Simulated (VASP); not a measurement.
# BaRhO3 (P4/mmm) in VASP: further runs

Runs on BaRhO3. Level: LDA. Tasks: single point.

Program: VASP 6.6.1. These are calculated values, not measurements. Logs are shortened: lines on timing, memory, paths and dates and some standing lists are left out, and cuts for length are marked.

## Step 1: The cell of the first run

The structure is tetragonal, space group P4/mmm (No. 123). Conventional cell: a = 4.094 Å, b = 4.094 Å, c = 3.972 Å, α = 90.00°, β = 90.00°, γ = 90.00°. Ba (site symmetry 4/mmm) has 12 O at 2.85 to 2.90 Å and 8 Rh at 3.51 Å within 3.8 Å. Rh (site symmetry 4/mmm) has 6 O at 1.99 to 2.05 Å within 2.6 Å. Within 2.7 Å of O (site symmetry mmm) lie 2 Rh at 2.05 Å. Within 2.6 Å of O (site symmetry 4/mmm) lie 2 Rh at 1.99 Å.

## Step 2: Single point, LDA

INCAR

```
SYSTEM = BaRhO3
PREC = Accurate
ENCUT = 520
EDIFF = 1E-7
ISMEAR = -1
SIGMA = 0.1
LREAL = .False.
LASPH = .True.
NELM = 80
ALGO = Normal
ISIF = 2
LWAVE = .False.
LCHARG = .True.
LELF = .True.
LVHAR = .True.
NBANDS = 30
```

KPOINTS

```
regular mesh
0
Gamma
  9 9 9
  0 0 0
```

POSCAR

```
BaRhO3
1.0
    4.0944550000      0.0000000000      0.0000000000
    0.0000000000      4.0944550000      0.0000000000
    0.0000000000      0.0000000000      3.9716213500
Ba Rh O
1 1 3
Direct
    0.0000000000      0.0000000000      0.0000000000
    0.5000000000      0.5000000000      0.5000000000
    0.5000000000      0.0000000000      0.5000000000
    0.0000000000      0.5000000000      0.5000000000
    0.5000000000      0.5000000000      0.0000000000
```

Potentials or basis: VASP PAW LDA potentials, release 64 (Ba_sv, Rh_pv, O).

Started as:

```
cat potpaw_LDA.64/Ba_sv/POTCAR potpaw_LDA.64/Rh_pv/POTCAR potpaw_LDA.64/O/POTCAR > POTCAR
mpirun -np 1 vasp_std > vasp.out
```

OUTCAR:

```text
SYSTEM = BaRhO3
   PREC = Accurate
   ENCUT = 520
   EDIFF = 1E-7
   ISMEAR = -1
   LREAL = .False.
   LASPH = .True.
   NELM = 80
   ISIF = 2

 ion  position               nearest neighbor table
   1  0.000  0.000  0.000-   3 2.85   4 2.85   3 2.85   4 2.85   4 2.85   4 2.85   3 2.85   3 2.85
                             5 2.90   5 2.90   5 2.90   5 2.90   2 3.51   2 3.51   2 3.51   2 3.51
   2  0.500  0.500  0.500-   5 1.99   5 1.99   3 2.05   4 2.05   3 2.05   4 2.05   1 3.51   1 3.51
                             1 3.51   1 3.51   1 3.51   1 3.51   1 3.51   1 3.51
   3  0.500  0.000  0.500-   2 2.05   2 2.05   1 2.85   1 2.85   1 2.85   1 2.85
   4  0.000  0.500  0.500-   2 2.05   2 2.05   1 2.85   1 2.85   1 2.85   1 2.85
   5  0.500  0.500  0.000-   2 1.99   2 1.99   1 2.90   1 2.90   1 2.90   1 2.90

  LATTYP: Found a simple tetragonal cell.
 ALAT       =     4.0944550000
 C/A-ratio  =     0.9700000000

  Lattice vectors:

 A1 = (   4.0944550000,   0.0000000000,   0.0000000000)
 A2 = (   0.0000000000,   4.0944550000,   0.0000000000)
 A3 = (   0.0000000000,   0.0000000000,   3.9716213500)

Analysis of symmetry for initial positions (statically):
=====================================================================
 Subroutine PRICEL returns:
 Original cell was already a primitive cell.

 Routine SETGRP: Setting up the symmetry group for a
 simple tetragonal supercell.

 Subroutine GETGRP returns: Found 16 space group operations
 (whereof 16 operations were pure point group operations)
 out of a pool of 16 trial point group operations.

The static configuration has the point symmetry D_4h.

Analysis of symmetry for dynamics (positions and initial velocities):
=====================================================================
 Subroutine PRICEL returns:
 Original cell was already a primitive cell.

 Routine SETGRP: Setting up the symmetry group for a
 simple tetragonal supercell.

 Subroutine GETGRP returns: Found 16 space group operations
 (whereof 16 operations were pure point group operations)
 out of a pool of 16 trial point group operations.

The dynamic configuration has the point symmetry D_4h.

 Subroutine INISYM returns: Found 16 space group operations
 (whereof 16 operations are pure point group operations),
 and found     1 'primitive' translations

----------------------------------------------------------------------------------------
[... 98 lines left out ...]
   NELM   =     80;   NELMIN=  2; NELMDL= -5     # of ELM steps
   EDIFF  = 0.1E-06   stopping-criterion for ELM
   LREAL  =      F    real-space projection
   EDIFFG = 0.1E-05   stopping-criterion for IOM
   NSW    =      0    number of steps for IOM
   IBRION =     -1    ionic relax: 0-MD 1-quasi-New 2-CG
   NFREE  =      0    steps in history (QN), initial steepest desc. (CG)
   ISIF   =      2    stress and relaxation
   ISYM   =      2    0-nonsym 1-usesym 2-fastsym
   POTIM  = 0.5000    time-step for ionic-motion
   TEBEG  =    0.0;   TEEND  =   0.0 temperature during run
   PSTRESS=    0.0 pullay stress
   NELECT =      43.0000    total number of electrons
   NUPDOWN=      -1.0000    fix difference up-down
   EMIN   =  10.00;   EMAX   =-10.00  energy-range for DOS
   EFERMI =   0.00;   METHOD = LEGACY
   ISMEAR =    -1;   SIGMA  =   0.10  broadening in eV -4-tet -1-fermi 0-gaus
   EFERMI_NEDOS =   21; number of points for ismear=-14 and -15
   IALGO  =     38    algorithm
   IMIX   =      4    mixing-type and parameters
     AMIX     =   0.40;   BMIX     =  1.00
     AMIX_MAG =   1.60;   BMIX_MAG =  1.00
  volume/ion in A,a.u.               =      13.32        89.86
  Fermi-wavevector in a.u.,A,eV,Ry     =   1.415069  2.674093 27.244584  2.002420
  Thomas-Fermi vector in A             =   2.536546
   LORBIT       =      0    0 simple, 1 ext, 2 COOP (PROOUT), +10 PAW based schemes
   GGA     = CA    functional components
   LHFCALC =     F    Hartree Fock is set to
   AEXX    =    0.0000 exact exchange contribution
   IVDW    =     0    specifies the selected vdW correction
   LEPSILON=     F    determine dielectric tensor
   LRPA    =     F    only Hartree local field effects (RPA)
 non-spin polarized calculation
  energy-cutoff  :      520.00
  volume of cell :       66.58
 maximum number of plane-waves:      1813
   NGX = 15   NGY = 15   NGZ = 15

 number of electron      42.9999997 magnetization

 Free energy of the ion-electron system (eV)
  ---------------------------------------------------
  ext. energy  EPLUGINS =         0.00000000
  ---------------------------------------------------
  free energy    TOTEN  =       -36.29521122 eV

  energy without entropy =      -36.11949414  energy(sigma->0) =      -36.20735268

 E-fermi :   4.4687     XC(G=0): -11.8413

 val. band max:        4.4639468662   @ k =   0.2222   0.0000   0.4444
 cond. band min:       4.4788116184   @ k =   0.4444   0.2222   0.2222
 fundamental gap:      0.0148647522
 Fermi energy:         4.4686529446

 k-point     1 :       0.0000    0.0000    0.0000
  band No.  band energies     occupation
      1     -42.9827      2.00000
      2     -42.8470      2.00000
      3     -42.8470      2.00000
      4     -21.1848      2.00000
      5     -13.5715      2.00000
      6     -12.8395      2.00000
[... 781 lines left out ...]
     29      12.5715      0.00000
     30      14.2386      0.00000

 [... further k-points ...]

------------------------ aborting loop because EDIFF is reached ----------------------------------------

  FORCE on cell =-STRESS in cart. coord.  units (eV):
  Direction    XX          YY          ZZ          XY          YZ          ZX
  --------------------------------------------------------------------------------------
  -------------------------------------------------------------------------------------
  Total       -4.4828466     -4.4828466     -3.6937459      0.0000000      0.0000000     -0.0000000
  in kB     -107.8709278   -107.8709278    -88.8827662      0.0000000      0.0000000     -0.0000000
  external PRESSURE =    -101.5415406 kB  Pullay stress =       0.0000000 kB

 VOLUME and BASIS-vectors are now :
 -----------------------------------------------------------------------------
  energy-cutoff  :      520.00
  volume of cell :       66.58
      direct lattice vectors                 reciprocal lattice vectors
     4.094455000  0.000000000  0.000000000     0.244232749  0.000000000  0.000000000
     0.000000000  4.094455000  0.000000000     0.000000000  0.244232749  0.000000000
     0.000000000  0.000000000  3.971621350     0.000000000  0.000000000  0.251786339

 POSITION                                       TOTAL-FORCE (eV/Angst)
 -----------------------------------------------------------------------------------
      0.00000      0.00000      0.00000         0.000000      0.000000      0.000000
      2.04723      2.04723      1.98581         0.000000      0.000000      0.000000
      2.04723      0.00000      1.98581         0.000000      0.000000      0.000000
      0.00000      2.04723      1.98581         0.000000      0.000000      0.000000
      2.04723      2.04723      0.00000         0.000000      0.000000      0.000000
 -----------------------------------------------------------------------------------
    total drift:                                0.000000      0.000000     -0.000000

  FREE ENERGIE OF THE ION-ELECTRON SYSTEM (eV)
  ---------------------------------------------------
  free  energy   TOTEN  =       -36.2952112165 eV

  energy  without entropy=      -36.1194941417  energy(sigma->0) =      -36.20735268
```

Wall time 3.7 min (1 thread of Intel Xeon 8259CL, shared host); peak memory 0.26 GiB.

What came out:

| Property | Result |
| --- | --- |
| Free energy | -36.2952 eV |
| Pressure | -10.2 GPa |
| Band gap on the k mesh | zero (an odd number of electrons rules out a gap without spin polarisation) |

Stress tensor (GPa, compression positive):
```
-10.79   0.00   0.00
  0.00 -10.79   0.00
  0.00   0.00  -8.89
```

Levels at points of the mesh, in eV from the Fermi level:
```
           k point  band 19  band 20  band 21  band 22  band 23  band 24  band 25  band 26
(0.00, 0.00, 0.00)    -2.06    -1.49    -1.49    -1.45    -0.94    -0.79     3.84     4.11
```

Caveat: the cell stands under tension; spin-orbit coupling is left out, which moves the levels of the heavy elements; an odd number of electrons without spin polarisation forces a metal; a magnetic or distorted state may lie lower.

## Step 3: Single point, LDA

This run uses another cell than the first one, of 13.45 Å³/atom.

INCAR

```
PREC     = Accurate       # precision mode
ENCUT    = 520            # plane-wave cutoff, eV
EDIFF    = 1E-6           # SCF threshold, eV
ISMEAR   = -1             # smearing method
SIGMA    = 0.1            # smearing width, eV
LREAL    = F              # projectors in reciprocal space
LASPH    = T              # aspherical terms in the spheres
NELM     = 60             # most SCF steps
ALGO     = Normal         # electronic algorithm
ISIF     = 2              # what is computed and relaxed
LWAVE    = F              # write WAVECAR
LCHARG   = F              # write CHGCAR
GGA      = CA             # functional
NBANDS   = 30             # bands
```

KPOINTS

```
regular mesh
0
Gamma
  9 9 9
```

POSCAR, as its differences from that of step 2:

```diff
@@ -4,3 +4,3 @@
     0.0000000000      4.0944550000      0.0000000000
-    0.0000000000      0.0000000000      3.9716213500
+    0.0000000000      0.0000000000      4.0125659000
 Ba Rh O
```

Potentials or basis: VASP PAW LDA potentials, release 64 (Ba_sv, Rh_pv, O).

Started as:

```
cat potpaw_LDA.64/Ba_sv/POTCAR potpaw_LDA.64/Rh_pv/POTCAR potpaw_LDA.64/O/POTCAR > POTCAR
mpirun -np 1 vasp_std > vasp.out
```

Run time: 2.5 min. Hardware: 1 thread of Intel Xeon 8259CL, shared host; peak memory 0.26 GiB.

The run converged. Its results:

| Item | Value |
| --- | --- |
| Free energy | -36.2535 eV |
| Pressure | -11.6 GPa |
| Band gap on the k mesh | zero (an odd number of electrons rules out a gap without spin polarisation) |

Stress tensor (GPa, compression positive):
```
-11.93   0.00   0.00
  0.00 -11.93   0.00
  0.00   0.00 -10.84
```

Levels at points of the mesh, in eV from the Fermi level:
| k point | band 19 | band 20 | band 21 | band 22 | band 23 | band 24 | band 25 | band 26 |
| --- | --- | --- | --- | --- | --- | --- | --- | --- |
| (0.00, 0.00, 0.00) | -2.05 | -1.47 | -1.47 | -1.44 | -0.92 | -0.82 | 3.90 | 4.08 |

Caveat: the cell stands under tension; spin-orbit coupling is left out, which moves the levels of the heavy elements; an odd number of electrons without spin polarisation forces a metal; a magnetic or distorted state may lie lower.

[end of part 1 of 2]
